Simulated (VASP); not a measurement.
A run of VASP 6.6.1 is set up as follows.

The input INCAR:

```
  PREC = Accurate
  ENCUT = 600
  EDIFF = 1E-6
  ISMEAR = 0
  SIGMA = 0.1
  LREAL = F
  LASPH = T
  NELM = 100
  ALGO = Normal
  ISIF = 3
  LWAVE = F
  LCHARG = F
  GGA = PS
  IBRION = 2
  NSW = 100
  EDIFFG = -0.01
```

KPOINTS

```
Automatic mesh
0
Gamma
  12 12 14
```

The input POSCAR:

```
Sc
1.0
    5.0538565871      0.0000000000      0.0000000000
   -2.5269282936      4.3767681915      0.0000000000
    0.0000000000      0.0000000000      3.1914976069
Sc
3
Direct
    0.0000000000      0.0000000000      0.0000000000
    0.3333333333      0.6666666667      0.5000000000
    0.6666666667      0.3333333333      0.5000000000
```

Potentials or basis: VASP PAW PBE potentials, release 64 (Sc_sv).

Launch:

```console
$ cat potpaw_PBE.64/Sc_sv/POTCAR > POTCAR
$ mpirun -np 1 vasp_std > vasp.out
```

Problem. Estimate the space group after relaxing (to 0.05 Å).

Solution. P6/mmm (No. 191).

Problem. Estimate the relaxed cell.

Solution. a = 5.047 Å, b = 5.047 Å, c = 3.193 Å, α = 90.00°, β = 90.00°, γ = 120.00°.

Problem. Estimate the relaxed volume.

Solution. 23.48 Å³/atom.

Final structure:
```yaml
crystal:
  lattice:
    - [5.04748, 0.00000, 0.00000]
    - [-2.52374, 4.37124, 0.00000]
    - [0.00000, 0.00000, 3.19300]
  atoms:
    - { symbol: Sc, position: [0.00000, 0.00000, 0.00000] }
    - { symbol: Sc, position: [0.33333, 0.66667, 0.50000] }
    - { symbol: Sc, position: [0.66667, 0.33333, 0.50000] }
```

Caveat: the PAW data sets were made with another functional, which shifts forces and pressure a little.
